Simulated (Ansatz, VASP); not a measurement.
## InHgO2 in VASP and in Ansatz

INCAR

```
PREC = Accurate
ENCUT = 520
EDIFF = 1E-7
ISMEAR = 0
SIGMA = 0.1
LREAL = F
LASPH = T
NELM = 100
ALGO = Normal
ISIF = 2
LWAVE = F
LCHARG = T
GGA = PE
LELF = T
LVHAR = T
NBANDS = 47
```

The input KPOINTS:

```
Automatic mesh
0
Gamma
  4 4 2
```

Contents of POSCAR:

```
InHgO2
1.0
    4.1237456600      0.0000000000      0.0000000000
    0.0000000000      4.1237456600      0.0000000000
    0.0000000000      0.0000000000      8.2474913300
In Hg O
2 2 4
Direct
    0.5000000000      0.5000000000      0.2500000000
    0.5000000000      0.5000000000      0.7500000000
    0.0000000000      0.0000000000      0.0000000000
    0.0000000000      0.0000000000      0.5000000000
    0.5000000000      0.0000000000      0.0000000000
    0.0000000000      0.5000000000      0.5000000000
    0.0000000000      0.0000000000      0.2500000000
    0.0000000000      0.0000000000      0.7500000000
```

Input for Ansatz:

```yaml
crystal:
  lattice:
    - [4.12374566, 0.0, 0.0]
    - [0.0, 4.12374566, 0.0]
    - [0.0, 0.0, 8.24749133]
  atoms:
    - { symbol: In, position: [0.5, 0.5, 0.25] }
    - { symbol: In, position: [0.5, 0.5, 0.75] }
    - { symbol: Hg, position: [0.0, 0.0, 0.0] }
    - { symbol: Hg, position: [0.0, 0.0, 0.5] }
    - { symbol: O, position: [0.5, 0.0, 0.0] }
    - { symbol: O, position: [0.0, 0.5, 0.5] }
    - { symbol: O, position: [0.0, 0.0, 0.25] }
    - { symbol: O, position: [0.0, 0.0, 0.75] }
basis:
  ecutwfc: 420
kpoints:
  mp_grid: { grid: [4, 4, 2] }
hamiltonian:
  xc: pbe
scf:
  occupations: { method: gaussian, width: 0.1 }
  lower_state_search: "off"
output:
  forces: true
  stress: true
  eigenvalues: true
```

Change from the starting cell: ordered vacancies on the anion sites of perovskite (P4_2/mmc, No. 131).

Alike in both runs: task single point; functional PBE; k mesh 4 × 4 × 2; occupations gaussian, width 0.1 eV; no spin polarisation.

```csv
,VASP,Ansatz
version,VASP 6.6.1,Ansatz 0.2.0
potentials or method,"VASP PAW PBE potentials, release 64 (In_d, Hg, O), cutoff 520 eV","scalar-relativistic, plane waves, PAW"
valence electrons in the cell,74,90
```

|  | VASP | Ansatz | Ansatz less VASP |
| --- | --- | --- | --- |
| gap on the k mesh at the Fermi level (eV) | none | none | - |
| pressure (GPa) | 8.1 | 6.6 | -1.46 |
| traceless stress, the component that is largest in VASP (GPa) | 5.29 | 4.50 | -0.798 |

A gap of «none» marks a metal or a gap that the smearing closes. With one functional, cell and mesh, what is left measures potentials, basis and numerics. VASP's potentials hold 74 valence electrons a cell and Ansatz's 90, so a difference there can come from the potentials and not from the codes.

The k mesh is coarse, so the values compare programs but aren't converged. Spin-orbit coupling is off throughout.
